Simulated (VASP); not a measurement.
# BN (Amm2) in VASP: a series of runs

The runs below take BN through single point, with r2SCAN.

Program: VASP 6.6.1. These are calculated values, not measurements. Logs are shortened: lines on timing, memory, paths and dates and some standing lists are left out, and cuts for length are marked.

## Step 1: The cell of the first run

Symmetry: Amm2, No. 38, orthorhombic system. Conventional cell: a = 6.661 Å, b = 2.504 Å, c = 4.337 Å, α = 90.00°, β = 90.00°, γ = 90.00°. Within 1.6 Å of B (site symmetry mm2) lie 3 N at 1.20 to 1.59 Å. Within 1.8 Å of B (site symmetry mm2) lie 3 N at 1.34 to 1.70 Å. N (site symmetry mm2) has 3 B at 1.34 to 1.70 Å within 1.8 Å. Within 1.6 Å of N (site symmetry mm2) lie 3 B at 1.20 to 1.59 Å.

## Step 2: Single point, r2SCAN

POSCAR

```
BN
1.0
    2.5039917043      0.0000000000      0.0000000000
   -1.2519958522      2.1685204268      0.0000000000
    0.0000000000      0.0000000000      6.6612000000
B N
2 2
Direct
    0.3333333333      0.6666666667      0.2500000000
    0.6666666667      0.3333333333      0.7500000000
    0.4486193122      0.7243096561      0.7500000000
    0.7819526455      0.3909763227      0.2500000000
```

INCAR.step1

```
SYSTEM = BN
PREC = Accurate
ENCUT = 520
ISMEAR = 0
SIGMA = 0.05
LREAL = .FALSE.
LASPH = .TRUE.
NELM = 80
NBANDS = 16
GGA = PE
ALGO = Normal
EDIFF = 1E-4
LWAVE = .TRUE.
LCHARG = .FALSE.
```

INCAR.step2

```
SYSTEM = BN
PREC = Accurate
ENCUT = 520
EDIFF = 1E-7
ISMEAR = 0
SIGMA = 0.05
LREAL = .FALSE.
LASPH = .TRUE.
NELM = 80
ALGO = Normal
ISIF = 2
LWAVE = .FALSE.
LCHARG = .TRUE.
METAGGA = R2SCAN
LMIXTAU = .TRUE.
LELF = .TRUE.
LVHAR = .TRUE.
NBANDS = 16
ISTART = 1
```

KPOINTS

```
Automatic mesh
0
G
  12 12 4
  0 0 0
```

Potentials or basis: VASP PAW PBE potentials, release 64 (B, N).

Launch:

```
> cat potpaw_PBE.64/B/POTCAR potpaw_PBE.64/N/POTCAR > POTCAR
> cp INCAR.step1 INCAR
> mpirun -np 1 vasp_std > vasp.out
> cp INCAR.step2 INCAR
> mpirun -np 1 vasp_std > vasp.out
```

OUTCAR:

```text
SYSTEM = BN
   PREC = Accurate
   ENCUT = 520
   EDIFF = 1E-7
   ISMEAR = 0
   LREAL = .FALSE.
   LASPH = .TRUE.
   NELM = 80
   ISIF = 2
   METAGGA = R2SCAN
   ISTART = 1

 ion  position               nearest neighbor table
   1  0.333  0.667  0.250-   4 1.20   4 1.59   4 1.59
   2  0.667  0.333  0.750-   3 1.34   3 1.34   3 1.70
   3  0.449  0.724  0.750-   2 1.34   2 1.34   2 1.70
   4  0.782  0.391  0.250-   1 1.20   1 1.59   1 1.59

  LATTYP: Found a hexagonal cell.
 ALAT       =     2.5039917043
 C/A-ratio  =     2.6602324555

  Lattice vectors:

 A1 = (   2.5039917043,   0.0000000000,   0.0000000000)
 A2 = (  -1.2519958522,   2.1685204268,   0.0000000000)
 A3 = (   0.0000000000,   0.0000000000,   6.6612000000)

Analysis of symmetry for initial positions (statically):
=====================================================================
 Subroutine PRICEL returns:
 Original cell was already a primitive cell.

 Routine SETGRP: Setting up the symmetry group for a
 hexagonal supercell.

 Subroutine GETGRP returns: Found  4 space group operations
 (whereof  2 operations were pure point group operations)
 out of a pool of 24 trial point group operations.

The static configuration has the point symmetry C_1h.
 The point group associated with its full space group is C_2v.

Analysis of symmetry for dynamics (positions and initial velocities):
=====================================================================
 Subroutine PRICEL returns:
 Original cell was already a primitive cell.

 Routine SETGRP: Setting up the symmetry group for a
 hexagonal supercell.

 Subroutine GETGRP returns: Found  4 space group operations
 (whereof  2 operations were pure point group operations)
 out of a pool of 24 trial point group operations.

The dynamic configuration has the point symmetry C_1h.
 The point group associated with its full space group is C_2v.

 Subroutine INISYM returns: Found  4 space group operations
 (whereof  2 operations are pure point group operations),
 and found     1 'primitive' translations

----------------------------------------------------------------------------------------

                                     Primitive cell

  volume of cell :      36.1700

  direct lattice vectors                    reciprocal lattice vectors
     2.503991704  0.000000000  0.000000000     0.399362345  0.230571958  0.000000000
    -1.251995852  2.168520427  0.000000000     0.000000000  0.461143915  0.000000000
     0.000000000  0.000000000  6.661200000     0.000000000  0.000000000  0.150123101

  length of vectors
     2.503991704  2.503991704  6.661200000     0.461143915  0.461143915  0.150123101

  position of ions in fractional coordinates (direct lattice)
     0.333333333  0.666666667  0.250000000
     0.666666667  0.333333333  0.750000000
     0.448619312  0.724309656  0.750000000
     0.781952645  0.390976323  0.250000000

  ion indices of the primitive-cell ions
   primitive index   ion index
                 1           1
                 2           2
                 3           3
                 4           4

----------------------------------------------------------------------------------------

 KPOINTS: Automatic mesh

Automatic generation of k-mesh.
 Grid dimensions read from file:
 generate k-points for:   12   12    4

 Generating k-lattice:

  Cartesian coordinates                     Fractional coordinates (reciprocal lattice)
     0.033280195  0.019214330  0.000000000     0.083333333 -0.000000000  0.000000000
     0.000000000  0.038428660  0.000000000     0.000000000  0.083333333  0.000000000
     0.000000000  0.000000000  0.037530775     0.000000000  0.000000000  0.250000000

  Length of vectors
     0.038428660  0.038428660  0.037530775

  Shift w.r.t. Gamma in fractional coordinates (k-lattice)
     0.000000000  0.000000000  0.000000000

 Subroutine IBZKPT returns following result:
 ===========================================

 Found    129 irreducible k-points:

 Following reciprocal coordinates:
            Coordinates               Weight
[... 42 lines left out ...]

 E-fermi :   3.5738     XC(G=0): -10.6754

 val. band max:        3.3691155904   @ k =   0.0000   0.0000   0.5000
 cond. band min:       6.1915211333   @ k =   0.5000   0.0000   0.5000
 fundamental gap:      2.8224055429
 Fermi energy:         3.5737604744

 k-point     1 :       0.0000    0.0000    0.0000
  band No.  band energies     occupation
      1     -16.8925      2.00000
      2     -16.6144      2.00000
      3      -4.5326      2.00000
      4      -2.4397      2.00000
      5      -2.3959      2.00000
      6      -2.0217      2.00000
[... 8 lines left out ...]
     15      17.0711      0.00000
     16      18.5825      0.00000

 k-point     2 :       0.0833    0.0000    0.0000
  band No.  band energies     occupation
      1     -16.7563      2.00000
      2     -16.4826      2.00000
      3      -4.3431      2.00000
      4      -2.5391      2.00000
      5      -2.3618      2.00000
      6      -2.2716      2.00000
[... 8 lines left out ...]
     15      17.1163      0.00000
     16      19.0824      0.00000

 k-point     3 :       0.0000    0.0833    0.0000
  band No.  band energies     occupation
      1     -16.7585      2.00000
      2     -16.4850      2.00000
      3      -4.3414      2.00000
      4      -2.7092      2.00000
      5      -2.2682      2.00000
      6      -2.2634      2.00000
[... 8 lines left out ...]
     15      17.1973      0.00000
     16      19.1824      0.00000

 k-point     4 :       0.1667    0.0000    0.0000
  band No.  band energies     occupation
      1     -16.3647      2.00000
      2     -16.0884      2.00000
      3      -3.7837      2.00000
      4      -3.2834      2.00000
      5      -2.9110      2.00000
      6      -1.7794      2.00000
[... 8 lines left out ...]
     15      17.3973      0.00000
     16      19.0341      0.00000
[... 324 lines left out ...]
 k-point    22 :       0.3333    0.0833    0.0000
  band No.  band energies     occupation
      1     -14.6657      2.00000
      2     -14.1088      2.00000
      3      -6.4009      2.00000
      4      -5.2906      2.00000
      5      -4.1106      2.00000
      6      -1.1915      2.00000
[... 8 lines left out ...]
     15      17.7685      0.00000
     16      20.4789      0.00000

 k-point    23 :      -0.0833    0.4167    0.0000
  band No.  band energies     occupation
      1     -14.5907      2.00000
      2     -14.3000      2.00000
      3      -6.5956      2.00000
      4      -5.9321      2.00000
      5      -2.2643      2.00000
      6      -0.9717      2.00000
[... 8 lines left out ...]
     15      18.2884      0.00000
     16      21.4861      0.00000

 k-point    24 :      -0.4167    0.3333    0.0000
  band No.  band energies     occupation
      1     -14.5170      2.00000
      2     -14.3494      2.00000
      3      -6.6291      2.00000
      4      -5.8604      2.00000
      5      -2.3197      2.00000
      6      -1.1735      2.00000
[... 8 lines left out ...]
     15      17.9646      0.00000
     16      21.5363      0.00000

 [... further k-points ...]
[... 5 lines left out ...]
  --------------------------------------------------------------------------------------
  -------------------------------------------------------------------------------------
  Total        9.8826984      6.3790638      0.0798813      3.0342366      0.0000000      0.0000000
  in kB      437.7611818    282.5651864      3.5383984    134.4036746      0.0000000      0.0000000
  external PRESSURE =     241.2882555 kB  Pullay stress =       0.0000000 kB

 VOLUME and BASIS-vectors are now :
 -----------------------------------------------------------------------------
  energy-cutoff  :      520.00
  volume of cell :       36.17
      direct lattice vectors                 reciprocal lattice vectors
     2.503991704  0.000000000  0.000000000     0.399362345  0.230571958  0.000000000
    -1.251995852  2.168520427  0.000000000     0.000000000  0.461143915  0.000000000
     0.000000000  0.000000000  6.661200000     0.000000000  0.000000000  0.150123101

 POSITION                                       TOTAL-FORCE (eV/Angst)
 -----------------------------------------------------------------------------------
     -0.00000      1.44568      1.66530        14.055717      8.115072      0.000000
      1.25200      0.72284      4.99590         5.389632      3.111706      0.000000
      0.21651      1.57068      4.99590        -5.380934     -3.106683      0.000000
      1.46850      0.84784      1.66530       -14.064416     -8.120094      0.000000
 -----------------------------------------------------------------------------------
    total drift:                               -0.000601     -0.000348     -0.000000

  FREE ENERGIE OF THE ION-ELECTRON SYSTEM (eV)
  ---------------------------------------------------
  free  energy   TOTEN  =       -35.9139910345 eV

  energy  without entropy=      -35.9139910345  energy(sigma->0) =      -35.91399103
```

It took 2.1 min on 1 thread of Intel Xeon 6975P-C (Granite Rapids), shared host; peak memory 0.19 GiB.

Results:

```
Free energy            : -35.9140 eV
Pressure               : 24.1 GPa
Largest force          : 16.240 eV/Å
Band gap on the k mesh : 2.82 eV (least direct gap 4.16 eV)
```

Forces on the atoms (eV/Å):
```
B    14.056   8.115   0.000
B     5.390   3.112   0.000
N    -5.381  -3.107   0.000
N   -14.064  -8.120   0.000
```

Levels at points of the mesh, in eV from the valence-band top:
```tsv
k point	band 5	band 6	band 7	band 8	band 9	band 10	band 11	band 12
(0.00, 0.00, 0.00)	-5.77	-5.39	-0.19	0.00	4.15	7.95	8.00	9.62
(0.50, 0.00, 0.00)	-7.58	-4.52	-3.47	-1.95	2.99	6.41	8.69	9.71
(0.00, 0.50, 0.00)	-5.81	-4.36	-3.28	-1.94	3.09	5.65	7.34	7.66
(0.00, 0.00, 0.50)	-5.77	-5.37	-0.19	0.00	6.36	6.58	8.00	8.23
(0.50, 0.00, 0.50)	-7.58	-4.52	-3.34	-1.99	2.82	5.93	9.02	9.80
(0.00, 0.50, 0.50)	-5.81	-4.36	-3.06	-2.11	3.12	5.08	7.51	7.70
```

Caveat: the cell differs from its parent crystal (all N atoms moved -0.250 Å, as atom 3 towards its neighbour atom 2 (B) at 1.446 Å); the cell stands under pressure; the PAW data sets were made with another functional, which shifts forces and pressure a little. A k mesh can miss the band edges.

## Step 3: Single point, r2SCAN

Edit POSCAR of step 2 so:

```diff
@@ -10,3 +10,3 @@
     0.6666666667      0.3333333333      0.7500000000
-    0.4486193122      0.7243096561      0.7500000000
-    0.7819526455      0.3909763227      0.2500000000
+    0.1315828704      0.5657914352      0.7500000000
+    0.4649162037      0.2324581019      0.2500000000
```

INCAR.step1

```
ALGO = Normal ; EDIFF = 1E-4
ENCUT = 520 ; GGA = PE
ISMEAR = 0 ; LASPH = True
LCHARG = False ; LREAL = False
LWAVE = True ; NBANDS = 16
NELM = 60 ; PREC = Accurate
SIGMA = 0.05
```

INCAR.step2

```
ALGO = Normal ; EDIFF = 1E-6
ENCUT = 520 ; ISIF = 2
ISMEAR = 0 ; ISTART = 1
LASPH = True ; LCHARG = False
LMIXTAU = True ; LREAL = False
LWAVE = False ; METAGGA = R2SCAN
NBANDS = 16 ; NELM = 60
PREC = Accurate ; SIGMA = 0.05
```

KPOINTS

```
k-points
0
Gamma
  12 12 4
```

Potentials or basis: VASP PAW PBE potentials, release 64 (B, N).

Launch:

```
> cat potpaw_PBE.64/B/POTCAR potpaw_PBE.64/N/POTCAR > POTCAR
> cp INCAR.step1 INCAR
> mpirun -np 1 vasp_std > vasp.out
> cp INCAR.step2 INCAR
> mpirun -np 1 vasp_std > vasp.out
```

It took 1.8 min on 1 thread of Intel Xeon 6975P-C (Granite Rapids), shared host; peak memory 0.19 GiB.

The run converged. Its results:

| Item | Value |
| --- | --- |
| Free energy | -29.1146 eV |
| Pressure | 81.9 GPa |
| Largest force | 49.894 eV/Å |
| Band gap on the k mesh | 2.17 eV (least direct gap 3.65 eV) |

Forces on the atoms (eV/Å):
```
B    -4.610  -2.662   0.000
B   -43.196 -24.939   0.000
N    43.209  24.947   0.000
N     4.597   2.654   0.000
```

Stress tensor (GPa, compression positive):
```
163.16  69.81   0.00
 69.81  82.55   0.00
  0.00   0.00  -0.06
```

Levels at points of the mesh, in eV from the valence-band top:
```csv
k point,band 6,band 7,band 8,band 9,band 10,band 11
"(0.00, 0.00, 0.00)",-6.66,-0.66,0.00,3.65,7.89,8.01
"(0.50, 0.00, 0.00)",-4.93,-4.58,-3.50,3.37,7.37,8.17
"(0.00, 0.50, 0.00)",-4.63,-3.53,-2.59,2.18,4.96,5.11
"(0.00, 0.00, 0.50)",-6.75,-0.66,0.00,5.65,5.98,7.89
"(0.50, 0.00, 0.50)",-4.93,-4.50,-3.49,3.09,6.68,8.62
"(0.00, 0.50, 0.50)",-4.54,-3.51,-2.65,2.17,5.00,5.14
```

Caveat: the cell differs from its parent crystal (all N atoms moved +0.438 Å, as atom 3 towards its neighbour atom 2 (B) at 1.446 Å); atoms lie so close that the PAW spheres overlap strongly, which falsifies energies and pressures; the cell stands under pressure; the PAW data sets were made with another functional, which shifts forces and pressure a little.

## Step 4: Single point, r2SCAN

Edit POSCAR of step 3 so:

```diff
@@ -10,3 +10,3 @@
     0.6666666667      0.3333333333      0.7500000000
-    0.1315828704      0.5657914352      0.7500000000
-    0.4649162037      0.2324581019      0.2500000000
+    0.1892258598      0.5946129299      0.7500000000
+    0.5225591931      0.2612795966      0.2500000000
```

INCAR.step1

```
  PREC = Accurate
  ENCUT = 520
  ISMEAR = 0
  SIGMA = 0.05
  LREAL = F
  LASPH = T
  NELM = 80
  NBANDS = 16
  GGA = PE
  ALGO = Normal
  EDIFF = 1E-4
  LWAVE = T
  LCHARG = F
```

INCAR.step2

```
  PREC = Accurate
  ENCUT = 520
  EDIFF = 1E-7
  ISMEAR = 0
  SIGMA = 0.05
  LREAL = F
  LASPH = T
  NELM = 80
  ALGO = Normal
  ISIF = 2
  LWAVE = F
  LCHARG = T
  METAGGA = R2SCAN
  LMIXTAU = T
  LELF = T
  LVHAR = T
  NBANDS = 16
  ISTART = 1
```

KPOINTS

```
regular mesh
0
Gamma
  12 12 4
```

Launch:

```
> cat potpaw_PBE.64/B/POTCAR potpaw_PBE.64/N/POTCAR > POTCAR
> cp INCAR.step1 INCAR
> mpirun -np 1 vasp_std > vasp.out
> cp INCAR.step2 INCAR
> mpirun -np 1 vasp_std > vasp.out
```

It took 2.1 min on 1 thread of Intel Xeon 6975P-C (Granite Rapids), shared host; peak memory 0.19 GiB.

Results (log left out):

| Property | Result |
| --- | --- |
| Free energy | -34.2776 eV |
| Pressure | 38.8 GPa |
| Largest force | 23.875 eV/Å |
| Band gap on the k mesh | 2.55 eV (least direct gap 3.76 eV) |

Forces on the atoms (eV/Å):
```
B    -5.518  -3.186   0.000
B   -20.666 -11.931   0.000
N    20.676  11.938   0.000
N     5.507   3.180   0.000
```

Stress tensor (GPa, compression positive):
```
72.67 25.34  0.00
25.34 43.41  0.00
 0.00  0.00  0.25
```

Levels at points of the mesh, in eV from the valence-band top:
```csv
k point,band 6,band 7,band 8,band 9,band 10,band 11
"(0.00, 0.00, 0.00)",-6.21,-0.29,0.00,3.76,7.43,7.47
"(0.50, 0.00, 0.00)",-4.78,-4.06,-2.56,2.77,6.54,8.31
"(0.00, 0.50, 0.00)",-4.30,-3.88,-2.35,2.57,5.64,6.35
"(0.00, 0.00, 0.50)",-6.18,-0.29,0.00,5.86,6.17,7.43
"(0.50, 0.00, 0.50)",-4.78,-3.95,-2.58,2.55,6.03,8.66
"(0.00, 0.50, 0.50)",-4.32,-3.70,-2.48,2.58,5.07,6.50
```

Caveat: the cell differs from its parent crystal (all N atoms moved +0.312 Å, as atom 3 towards its neighbour atom 2 (B) at 1.446 Å); the cell stands under pressure; the PAW data sets were made with another functional, which shifts forces and pressure a little.

## Step 5: Single point, r2SCAN

Edit POSCAR of step 4 so:

```diff
@@ -10,3 +10,3 @@
     0.6666666667      0.3333333333      0.7500000000
-    0.1892258598      0.5946129299      0.7500000000
-    0.5225591931      0.2612795966      0.2500000000
+    0.2468688492      0.6234344246      0.7500000000
+    0.5802021825      0.2901010913      0.2500000000
```

INCAR.step1

```
SYSTEM = BN
PREC     = Accurate       ! precision mode
ENCUT    = 520            ! plane-wave cutoff, eV
ISMEAR   = 0              ! smearing method
SIGMA    = 0.05           ! smearing width, eV
LREAL    = .False.        ! projectors in reciprocal space
LASPH    = .True.         ! aspherical terms in the spheres
NELM     = 60             ! most SCF steps
NBANDS   = 16             ! bands
GGA      = PE             ! functional
ALGO     = Normal         ! electronic algorithm
EDIFF    = 1E-4           ! SCF threshold, eV
LWAVE    = .True.         ! write WAVECAR
LCHARG   = .False.        ! write CHGCAR
```

INCAR.step2

```
SYSTEM = BN
PREC     = Accurate       ! precision mode
ENCUT    = 520            ! plane-wave cutoff, eV
EDIFF    = 1E-6           ! SCF threshold, eV
ISMEAR   = 0              ! smearing method
SIGMA    = 0.05           ! smearing width, eV
LREAL    = .False.        ! projectors in reciprocal space
LASPH    = .True.         ! aspherical terms in the spheres
NELM     = 60             ! most SCF steps
ALGO     = Normal         ! electronic algorithm
ISIF     = 2              ! what is computed and relaxed
LWAVE    = .False.        ! write WAVECAR
LCHARG   = .False.        ! write CHGCAR
METAGGA  = R2SCAN         ! meta-GGA
LMIXTAU  = .True.       
NBANDS   = 16             ! bands
ISTART   = 1
```

KPOINTS

```
regular mesh
0
Gamma
  12 12 4
  0 0 0
```

Launch:

```
> cat potpaw_PBE.64/B/POTCAR potpaw_PBE.64/N/POTCAR > POTCAR
> cp INCAR.step1 INCAR
> mpirun -np 1 vasp_std > vasp.out
> cp INCAR.step2 INCAR
> mpirun -np 1 vasp_std > vasp.out
```

It took 1.8 min on 1 thread of Intel Xeon 6975P-C (Granite Rapids), shared host; peak memory 0.19 GiB.

It converged, with:

```yaml
Free_energy: -37.1138 eV
Pressure: 13.2 GPa
Largest_force: 10.626 eV/Å
Band_gap_on_the_k_mesh: 3.45 eV (least direct gap 4.73 eV)
```

Forces on the atoms (eV/Å):
```
B   -4.756 -2.746  0.000
B   -9.197 -5.310  0.000
N    9.202  5.313  0.000
N    4.751  2.743  0.000
```

Stress tensor (GPa, compression positive):
```
23.27  6.31  0.00
 6.31 15.99  0.00
 0.00  0.00  0.44
```

Levels at points of the mesh, in eV from the valence-band top:
```csv
k point,band 4,band 5,band 6,band 7,band 8,band 9,band 10,band 11,band 12,band 13
"(0.00, 0.00, 0.00)",-5.17,-4.48,-4.28,-0.12,0.00,4.73,8.93,9.03,10.18,11.81
"(0.50, 0.00, 0.00)",-9.62,-6.51,-4.15,-2.70,-1.27,3.56,6.47,9.27,10.11,12.17
"(0.00, 0.50, 0.00)",-9.86,-5.34,-4.20,-2.54,-1.35,3.78,5.90,8.46,8.84,12.37
"(0.00, 0.00, 0.50)",-6.35,-4.48,-4.27,-0.12,0.00,7.07,7.17,9.03,9.10,12.45
"(0.50, 0.00, 0.50)",-9.63,-6.51,-4.15,-2.53,-1.36,3.45,5.99,9.58,10.20,13.03
"(0.00, 0.50, 0.50)",-9.87,-5.34,-4.20,-2.27,-1.57,3.86,5.31,8.68,8.88,13.28
```

Caveat: the cell differs from its parent crystal (all N atoms moved +0.188 Å, as atom 3 towards its neighbour atom 2 (B) at 1.446 Å); the cell stands under pressure; the PAW data sets were made with another functional, which shifts forces and pressure a little. A k mesh can miss the band edges.

## Step 6: Summary

| cell | gap on the mesh (eV) | pressure (GPa) | largest force (eV/Å) |
| --- | --- | --- | --- |
| as given, atomic positions A | 2.82 | 24.1 | 16.24 |
| as given, atomic positions B | 2.17 | 81.9 | 49.89 |
| as given, atomic positions C | 2.55 | 38.8 | 23.88 |
| as given, atomic positions D | 3.45 | 13.2 | 10.63 |

Alike in all rows: task single point; level r2SCAN; potentials or basis VASP PAW PBE potentials, release 64 (B, N); no spin polarisation; k mesh 12 × 12 × 4; cutoff (eV) 520; smearing gaussian 0.05 eV.

Caveats: the cell stands under pressure; the PAW data sets were made with another functional, which shifts forces and pressure a little; atoms lie so close that the PAW spheres overlap strongly, which falsifies energies and pressures (at least some runs).

Absolute energies hang on the potentials; compare differences alone.
